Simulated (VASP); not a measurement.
# KTaO3 (Pm-3m) in VASP: further runs, part 2 of 2

VASP 6.6.1.

**5. Single point, r2SCAN (13.47 Å³/atom)**

This run uses another cell than the first one, of 13.47 Å³/atom.

Input file POSCAR:

```
KTaO3
1.0
    4.0684425330      0.0000000000      0.0000000000
    0.0000000000      4.0684425330      0.0000000000
    0.0000000000      0.0000000000      4.0684425330
K Ta O
1 1 3
Direct
    0.5000000000      0.5000000000      0.5000000000
    0.0000000000      0.0000000000      0.0000000000
    0.5000000000      0.0000000000      0.0000000000
    0.0000000000      0.5000000000      0.0000000000
    0.0000000000      0.0000000000      0.5000000000
```

Input file INCAR.step1:

```
PREC = Accurate
ENCUT = 520
ISMEAR = 0
SIGMA = 0.02
LREAL = F
LASPH = T
NELM = 60
NBANDS = 27
GGA = PE
ALGO = Normal
EDIFF = 1E-4
LWAVE = T
LCHARG = F
```

Input file INCAR.step2:

```
PREC = Accurate
ENCUT = 520
EDIFF = 1E-7
ISMEAR = 0
SIGMA = 0.02
LREAL = F
LASPH = T
NELM = 60
ALGO = Normal
ISIF = 2
LWAVE = F
LCHARG = T
METAGGA = R2SCAN
LMIXTAU = T
LELF = T
LVHAR = T
NBANDS = 27
ISTART = 1
```

Input file KPOINTS:

```
Automatic mesh
0
Gamma
  6 6 6
```

Potentials or basis: VASP PAW PBE potentials, release 64 (K_sv, Ta_pv, O).

The run is started by

```
$ cat potpaw_PBE.64/K_sv/POTCAR potpaw_PBE.64/Ta_pv/POTCAR potpaw_PBE.64/O/POTCAR > POTCAR
$ cp INCAR.step1 INCAR
$ mpirun -np 1 vasp_std > vasp.out
$ cp INCAR.step2 INCAR
$ mpirun -np 1 vasp_std > vasp.out
```

OUTCAR:

```text
PREC = Accurate
   ENCUT = 520
   EDIFF = 1E-7
   ISMEAR = 0
   LREAL = F
   LASPH = T
   NELM = 60
   ISIF = 2
   METAGGA = R2SCAN
   ISTART = 1

 ion  position               nearest neighbor table
   1  0.500  0.500  0.500-   3 2.88   4 2.88   5 2.88   3 2.88   4 2.88   3 2.88   5 2.88   3 2.88
                             4 2.88   5 2.88   4 2.88   5 2.88   2 3.52   2 3.52   2 3.52   2 3.52
   2  0.000  0.000  0.000-   3 2.03   4 2.03   5 2.03   5 2.03   4 2.03   3 2.03   1 3.52   1 3.52
                             1 3.52   1 3.52   1 3.52   1 3.52   1 3.52   1 3.52
   3  0.500  0.000  0.000-   2 2.03   2 2.03   1 2.88   1 2.88   1 2.88   1 2.88
   4  0.000  0.500  0.000-   2 2.03   2 2.03   1 2.88   1 2.88   1 2.88   1 2.88
   5  0.000  0.000  0.500-   2 2.03   2 2.03   1 2.88   1 2.88   1 2.88   1 2.88

  LATTYP: Found a simple cubic cell.
 ALAT       =     4.0684425330

  Lattice vectors:

 A1 = (   4.0684425330,   0.0000000000,   0.0000000000)
 A2 = (   0.0000000000,   4.0684425330,   0.0000000000)
 A3 = (   0.0000000000,   0.0000000000,   4.0684425330)

Analysis of symmetry for initial positions (statically):
=====================================================================
 Subroutine PRICEL returns:
 Original cell was already a primitive cell.

 Routine SETGRP: Setting up the symmetry group for a
 simple cubic supercell.

 Subroutine GETGRP returns: Found 48 space group operations
 (whereof 48 operations were pure point group operations)
 out of a pool of 48 trial point group operations.

The static configuration has the point symmetry O_h .

Analysis of symmetry for dynamics (positions and initial velocities):
=====================================================================
 Subroutine PRICEL returns:
 Original cell was already a primitive cell.

 Routine SETGRP: Setting up the symmetry group for a
 simple cubic supercell.

 Subroutine GETGRP returns: Found 48 space group operations
 (whereof 48 operations were pure point group operations)
 out of a pool of 48 trial point group operations.

The dynamic configuration has the point symmetry O_h .

 Subroutine INISYM returns: Found 48 space group operations
 (whereof 48 operations are pure point group operations),
 and found     1 'primitive' translations

----------------------------------------------------------------------------------------

                                     Primitive cell

  volume of cell :      67.3418

  direct lattice vectors                    reciprocal lattice vectors
     4.068442533  0.000000000  0.000000000     0.245794304  0.000000000  0.000000000
     0.000000000  4.068442533  0.000000000     0.000000000  0.245794304  0.000000000
     0.000000000  0.000000000  4.068442533     0.000000000  0.000000000  0.245794304

  length of vectors
     4.068442533  4.068442533  4.068442533     0.245794304  0.245794304  0.245794304

  position of ions in fractional coordinates (direct lattice)
     0.500000000  0.500000000  0.500000000
     0.000000000  0.000000000  0.000000000
[... 30 lines left out ...]
  Shift w.r.t. Gamma in fractional coordinates (k-lattice)
     0.000000000  0.000000000  0.000000000

 Subroutine IBZKPT returns following result:
 ===========================================

 Found     20 irreducible k-points:

 Following reciprocal coordinates:
            Coordinates               Weight
  0.000000  0.000000  0.000000      1.000000
  0.166667  0.000000  0.000000      6.000000
  0.333333  0.000000  0.000000      6.000000
  0.500000  0.000000  0.000000      3.000000
  0.166667  0.166667  0.000000     12.000000
  0.333333  0.166667  0.000000     24.000000
[... 12 lines left out ...]
  0.500000  0.500000  0.333333      6.000000
  0.500000  0.500000  0.500000      1.000000
   k-points           NKPTS =     20   k-points in BZ     NKDIM =     20   number of bands    NBANDS=     27
   number of dos      NEDOS =    301   number of ions     NIONS =      5
   total plane-waves  NPLWV =  27000
   dimension x,y,z NGX =    30 NGY =   30 NGZ =   30
   dimension x,y,z NGXF=    60 NGYF=   60 NGZF=   60
   ions per type =               1   1   3
   NGX,Y,Z   is equivalent  to a cutoff of  12.26, 12.26, 12.26 a.u.
   NGXF,Y,Z  is equivalent  to a cutoff of  24.52, 24.52, 24.52 a.u.
 SYSTEM =  unknown system
   PREC   = accura    normal or accurate (medium, high low for compatibility)
   ISTART =      1    job   : 0-new  1-cont  2-samecut
   ICHARG =      0    charge: 1-file 2-atom 10-const
   ISPIN  =      1    spin polarized calculation?
   LNONCOLLINEAR =      F non collinear calculations
   LSORBIT =      F    spin-orbit coupling
   LASPH  =      T    aspherical Exc in radial PAW
   ENCUT  =  520.0 eV  38.22 Ry    6.18 a.u.   7.56  7.56  7.56*2*pi/ulx,y,z
   NELM   =     60;   NELMIN=  2; NELMDL=  0     # of ELM steps
   EDIFF  = 0.1E-06   stopping-criterion for ELM
   LREAL  =      F    real-space projection
   EDIFFG = 0.1E-05   stopping-criterion for IOM
   NSW    =      0    number of steps for IOM
   IBRION =     -1    ionic relax: 0-MD 1-quasi-New 2-CG
   NFREE  =      0    steps in history (QN), initial steepest desc. (CG)
   ISIF   =      2    stress and relaxation
   ISYM   =      2    0-nonsym 1-usesym 2-fastsym
   POTIM  = 0.5000    time-step for ionic-motion
   TEBEG  =    0.0;   TEEND  =   0.0 temperature during run
   PSTRESS=    0.0 pullay stress
   NELECT =      38.0000    total number of electrons
   NUPDOWN=      -1.0000    fix difference up-down
   EMIN   =  10.00;   EMAX   =-10.00  energy-range for DOS
   EFERMI =   0.00;   METHOD = LEGACY
   ISMEAR =     0;   SIGMA  =   0.02  broadening in eV -4-tet -1-fermi 0-gaus
   EFERMI_NEDOS =   21; number of points for ismear=-14 and -15
   IALGO  =     38    algorithm
   IMIX   =      4    mixing-type and parameters
     AMIX     =   0.40;   BMIX     =  1.00
     AMIX_MAG =   1.60;   BMIX_MAG =  1.00
  volume/ion in A,a.u.               =      13.47        90.89
  Fermi-wavevector in a.u.,A,eV,Ry     =   1.352824  2.556466 24.900454  1.830132
  Thomas-Fermi vector in A             =   2.480130
   LORBIT       =      0    0 simple, 1 ext, 2 COOP (PROOUT), +10 PAW based schemes
   METAGGA = R2SCAN    functional components
   LHFCALC =     F    Hartree Fock is set to
   AEXX    =    0.0000 exact exchange contribution
   IVDW    =     0    specifies the selected vdW correction
   LEPSILON=     F    determine dielectric tensor
   LRPA    =     F    only Hartree local field effects (RPA)
 non-spin polarized calculation
 Gauss-broadening in eV      SIGMA  =   0.02
  energy-cutoff  :      520.00
  volume of cell :       67.34
 maximum number of plane-waves:      1856
   NGX = 15   NGY = 15   NGZ = 15

 number of electron      37.9999985 magnetization

 Free energy of the ion-electron system (eV)
  ---------------------------------------------------
  ext. energy  EPLUGINS =         0.00000000
  ---------------------------------------------------
  free energy    TOTEN  =       -87.05200770 eV

  energy without entropy =      -87.05200770  energy(sigma->0) =      -87.05200770

 E-fermi :   1.1555     XC(G=0): -11.2238

 val. band max:        1.0232911051   @ k =   0.5000   0.5000   0.5000
 cond. band min:       3.4649618681   @ k =   0.0000   0.0000   0.0000
 fundamental gap:      2.4416707630
 Fermi energy:         1.1554840300

 k-point     1 :       0.0000    0.0000    0.0000
  band No.  band energies     occupation
      1     -34.5501      2.00000
      2     -34.5501      2.00000
      3     -34.5501      2.00000
      4     -27.4802      2.00000
      5     -17.3120      2.00000
      6     -16.6616      2.00000
[... 589 lines left out ...]
     26      12.5139      0.00000
     27      13.2502      0.00000

------------------------ aborting loop because EDIFF is reached ----------------------------------------

  FORCE on cell =-STRESS in cart. coord.  units (eV):
  Direction    XX          YY          ZZ          XY          YZ          ZX
  --------------------------------------------------------------------------------------
  -------------------------------------------------------------------------------------
  Total       -4.2186999     -4.2186999     -4.2186999     -0.0000000     -0.0000000      0.0000000
  in kB     -100.3701698   -100.3701698   -100.3701698     -0.0000000     -0.0000000      0.0000000
  external PRESSURE =    -100.3701698 kB  Pullay stress =       0.0000000 kB

 VOLUME and BASIS-vectors are now :
 -----------------------------------------------------------------------------
  energy-cutoff  :      520.00
  volume of cell :       67.34
      direct lattice vectors                 reciprocal lattice vectors
     4.068442533  0.000000000  0.000000000     0.245794304  0.000000000  0.000000000
     0.000000000  4.068442533  0.000000000     0.000000000  0.245794304  0.000000000
     0.000000000  0.000000000  4.068442533     0.000000000  0.000000000  0.245794304

 POSITION                                       TOTAL-FORCE (eV/Angst)
 -----------------------------------------------------------------------------------
      2.03422      2.03422      2.03422         0.000000      0.000000      0.000000
      0.00000      0.00000      0.00000         0.000000      0.000000      0.000000
      2.03422      0.00000      0.00000         0.000000      0.000000      0.000000
      0.00000      2.03422      0.00000         0.000000      0.000000      0.000000
      0.00000      0.00000      2.03422         0.000000      0.000000      0.000000
 -----------------------------------------------------------------------------------
    total drift:                                0.000000     -0.000000      0.000000

  FREE ENERGIE OF THE ION-ELECTRON SYSTEM (eV)
  ---------------------------------------------------
  free  energy   TOTEN  =       -87.0520076993 eV

  energy  without entropy=      -87.0520076993  energy(sigma->0) =      -87.05200770
```

Wall time 4.4 min (1 thread of Intel Xeon 8259CL, shared host); peak memory 0.19 GiB.

What came out:

```yaml
Free_energy: -87.0520 eV
Pressure: -10.0 GPa
Band_gap_on_the_k_mesh: 2.44 eV (least direct gap 3.11 eV)
```

Levels at points of the mesh, in eV from the valence-band top:
```
           k point  band 16  band 17  band 18  band 19  band 20  band 21  band 22  band 23
(0.00, 0.00, 0.00)    -1.00    -0.67    -0.67    -0.67     2.44     2.44     2.44     6.38
(0.50, 0.00, 0.00)    -2.03    -1.40    -0.87    -0.87     2.57     5.02     5.02     6.41
(0.50, 0.50, 0.00)    -1.84    -1.39    -1.39    -0.03     5.05     5.05     6.26     7.33
(0.50, 0.50, 0.50)    -3.76     0.00     0.00     0.00     6.36     6.36     6.36     9.49
```

Caveat: the cell stands under tension; the PAW data sets were made with another functional, which shifts forces and pressure a little; spin-orbit coupling is left out, which moves the levels of the heavy elements.

**6. Single point, r2SCAN (11.18 Å³/atom)**

This run uses another cell than the first one, of 11.18 Å³/atom.

Edit POSCAR of step 5 so:

```diff
@@ -2,5 +2,5 @@
 1.0
-    4.0684425330      0.0000000000      0.0000000000
-    0.0000000000      4.0684425330      0.0000000000
-    0.0000000000      0.0000000000      4.0684425330
+    3.8237291460      0.0000000000      0.0000000000
+    0.0000000000      3.8237291460      0.0000000000
+    0.0000000000      0.0000000000      3.8237291460
 K Ta O
```

Input file INCAR.step1:

```
PREC = Accurate ; ENCUT = 520
ISMEAR = 0 ; SIGMA = 0.02
LREAL = F ; LASPH = T
NELM = 60 ; NBANDS = 27
GGA = PE ; ALGO = Normal
EDIFF = 1E-4 ; LWAVE = T
LCHARG = F
```

Input file INCAR.step2:

```
PREC = Accurate ; ENCUT = 520
EDIFF = 1E-6 ; ISMEAR = 0
SIGMA = 0.02 ; LREAL = F
LASPH = T ; NELM = 60
ALGO = Normal ; ISIF = 2
LWAVE = F ; LCHARG = T
METAGGA = R2SCAN ; LMIXTAU = T
LELF = T ; LVHAR = T
NBANDS = 27 ; ISTART = 1
```

Input file KPOINTS:

```
regular mesh
0
Gamma
  6 6 6
```

Potentials or basis: VASP PAW PBE potentials, release 64 (K_sv, Ta_pv, O).

The run is started by

```
$ cat potpaw_PBE.64/K_sv/POTCAR potpaw_PBE.64/Ta_pv/POTCAR potpaw_PBE.64/O/POTCAR > POTCAR
$ cp INCAR.step1 INCAR
$ mpirun -np 1 vasp_std > vasp.out
$ cp INCAR.step2 INCAR
$ mpirun -np 1 vasp_std > vasp.out
```

OUTCAR:

```text
PREC = Accurate
   ENCUT = 520
   EDIFF = 1E-6
   ISMEAR = 0
   LREAL = F
   LASPH = T
   NELM = 60
   ISIF = 2
   METAGGA = R2SCAN
   ISTART = 1

 ion  position               nearest neighbor table
   1  0.500  0.500  0.500-   3 2.70   4 2.70   5 2.70   3 2.70   4 2.70   3 2.70   5 2.70   3 2.70
                             4 2.70   5 2.70   4 2.70   5 2.70   2 3.31   2 3.31   2 3.31   2 3.31
   2  0.000  0.000  0.000-   3 1.91   4 1.91   5 1.91   5 1.91   4 1.91   3 1.91   1 3.31   1 3.31
                             1 3.31   1 3.31   1 3.31   1 3.31   1 3.31   1 3.31
   3  0.500  0.000  0.000-   2 1.91   2 1.91   1 2.70   1 2.70   1 2.70   1 2.70
   4  0.000  0.500  0.000-   2 1.91   2 1.91   1 2.70   1 2.70   1 2.70   1 2.70
   5  0.000  0.000  0.500-   2 1.91   2 1.91   1 2.70   1 2.70   1 2.70   1 2.70

  LATTYP: Found a simple cubic cell.
 ALAT       =     3.8237291460

  Lattice vectors:

 A1 = (   3.8237291460,   0.0000000000,   0.0000000000)
 A2 = (   0.0000000000,   3.8237291460,   0.0000000000)
 A3 = (   0.0000000000,   0.0000000000,   3.8237291460)

Analysis of symmetry for initial positions (statically):
=====================================================================
 Subroutine PRICEL returns:
 Original cell was already a primitive cell.

 Routine SETGRP: Setting up the symmetry group for a
 simple cubic supercell.

 Subroutine GETGRP returns: Found 48 space group operations
 (whereof 48 operations were pure point group operations)
 out of a pool of 48 trial point group operations.

The static configuration has the point symmetry O_h .

Analysis of symmetry for dynamics (positions and initial velocities):
=====================================================================
 Subroutine PRICEL returns:
 Original cell was already a primitive cell.

[... 124 lines left out ...]
   EFERMI_NEDOS =   21; number of points for ismear=-14 and -15
   IALGO  =     38    algorithm
   IMIX   =      4    mixing-type and parameters
     AMIX     =   0.40;   BMIX     =  1.00
     AMIX_MAG =   1.60;   BMIX_MAG =  1.00
  volume/ion in A,a.u.               =      11.18        75.45
  Fermi-wavevector in a.u.,A,eV,Ry     =   1.439402  2.720076 28.189631  2.071879
  Thomas-Fermi vector in A             =   2.558262
   LORBIT       =      0    0 simple, 1 ext, 2 COOP (PROOUT), +10 PAW based schemes
   METAGGA = R2SCAN    functional components
   LHFCALC =     F    Hartree Fock is set to
   AEXX    =    0.0000 exact exchange contribution
   IVDW    =     0    specifies the selected vdW correction
   LEPSILON=     F    determine dielectric tensor
   LRPA    =     F    only Hartree local field effects (RPA)
 non-spin polarized calculation
 Gauss-broadening in eV      SIGMA  =   0.02
  energy-cutoff  :      520.00
  volume of cell :       55.91
 maximum number of plane-waves:      1532
   NGX = 15   NGY = 15   NGZ = 15

 number of electron      37.9999990 magnetization

 Free energy of the ion-electron system (eV)
  ---------------------------------------------------
  ext. energy  EPLUGINS =         0.00000000
  ---------------------------------------------------
  free energy    TOTEN  =       -86.33878135 eV

  energy without entropy =      -86.33878135  energy(sigma->0) =      -86.33878135

 E-fermi :   2.4733     XC(G=0): -12.2877

 val. band max:        2.3354503805   @ k =   0.5000   0.5000   0.5000
 cond. band min:       5.2321057529   @ k =   0.0000   0.0000   0.0000
 fundamental gap:      2.8966553724
 Fermi energy:         2.4732710767

 k-point     1 :       0.0000    0.0000    0.0000
  band No.  band energies     occupation
      1     -32.3433      2.00000
      2     -32.3433      2.00000
      3     -32.3433      2.00000
      4     -26.0491      2.00000
      5     -16.6791      2.00000
      6     -16.0193      2.00000
[... 589 lines left out ...]
     26      14.4610      0.00000
     27      15.0563      0.00000

------------------------ aborting loop because EDIFF is reached ----------------------------------------

  FORCE on cell =-STRESS in cart. coord.  units (eV):
  Direction    XX          YY          ZZ          XY          YZ          ZX
  --------------------------------------------------------------------------------------
  -------------------------------------------------------------------------------------
  Total       12.9687080     12.9687080     12.9687080      0.0000000     -0.0000000      0.0000000
  in kB      371.6600932    371.6600932    371.6600932      0.0000000     -0.0000000      0.0000000
  external PRESSURE =     371.6600932 kB  Pullay stress =       0.0000000 kB

 VOLUME and BASIS-vectors are now :
 -----------------------------------------------------------------------------
  energy-cutoff  :      520.00
  volume of cell :       55.91
      direct lattice vectors                 reciprocal lattice vectors
     3.823729146  0.000000000  0.000000000     0.261524800  0.000000000  0.000000000
     0.000000000  3.823729146  0.000000000     0.000000000  0.261524800  0.000000000
     0.000000000  0.000000000  3.823729146     0.000000000  0.000000000  0.261524800

 POSITION                                       TOTAL-FORCE (eV/Angst)
 -----------------------------------------------------------------------------------
      1.91186      1.91186      1.91186         0.000000      0.000000      0.000000
      0.00000      0.00000      0.00000         0.000000      0.000000      0.000000
      1.91186      0.00000      0.00000         0.000000      0.000000      0.000000
      0.00000      1.91186      0.00000         0.000000      0.000000      0.000000
      0.00000      0.00000      1.91186         0.000000      0.000000      0.000000
 -----------------------------------------------------------------------------------
    total drift:                                0.000000      0.000000     -0.000000

  FREE ENERGIE OF THE ION-ELECTRON SYSTEM (eV)
  ---------------------------------------------------
  free  energy   TOTEN  =       -86.3387813479 eV

  energy  without entropy=      -86.3387813479  energy(sigma->0) =      -86.33878135
```

It took 70 s on 1 thread of Intel Xeon Platinum 8488C (Sapphire Rapids), shared host; peak memory 0.18 GiB.

What came out:

* Free energy: -86.3388 eV
* Pressure: 37.2 GPa
* Band gap on the k mesh: 2.90 eV (least direct gap 3.45 eV)

Levels at points of the mesh, in eV from the valence-band top:
| k point | band 16 | band 17 | band 18 | band 19 | band 20 | band 21 | band 22 | band 23 |
| --- | --- | --- | --- | --- | --- | --- | --- | --- |
| (0.00, 0.00, 0.00) | -1.31 | -0.55 | -0.55 | -0.55 | 2.90 | 2.90 | 2.90 | 8.54 |
| (0.50, 0.00, 0.00) | -2.42 | -1.89 | -0.81 | -0.81 | 3.12 | 6.37 | 6.37 | 8.72 |
| (0.50, 0.50, 0.00) | -1.61 | -1.61 | -1.40 | -0.05 | 6.42 | 6.42 | 7.95 | 9.91 |
| (0.50, 0.50, 0.50) | -4.37 | 0.00 | 0.00 | 0.00 | 8.20 | 8.20 | 8.20 | 10.04 |

Caveat: the cell stands under pressure; the PAW data sets were made with another functional, which shifts forces and pressure a little; spin-orbit coupling is left out, which moves the levels of the heavy elements. A k mesh can miss the band edges.

**7. Summary**

```csv
cell,gap on the mesh (eV),pressure (GPa)
"a = 3.909 Å, 5 atoms",2.75,16.1
"a = 3.950 Å, 5 atoms",2.67,7.9
"a = 4.030 Å, 5 atoms",2.52,-5.0
"a = 4.068 Å, 5 atoms",2.44,-10.0
"a = 3.824 Å, 5 atoms",2.90,37.2
```

Alike in all rows: task single point; level r2SCAN; potentials or basis VASP PAW PBE potentials, release 64 (K_sv, Ta_pv, O); no spin polarisation; k mesh 6 × 6 × 6; cutoff (eV) 520; smearing gaussian 0.02 eV.

Caveats: the PAW data sets were made with another functional, which shifts forces and pressure a little; spin-orbit coupling is left out, which moves the levels of the heavy elements; the cell stands under pressure (at least some runs); the cell stands under tension (at least some runs).

Absolute energies hang on the potentials; compare differences alone.
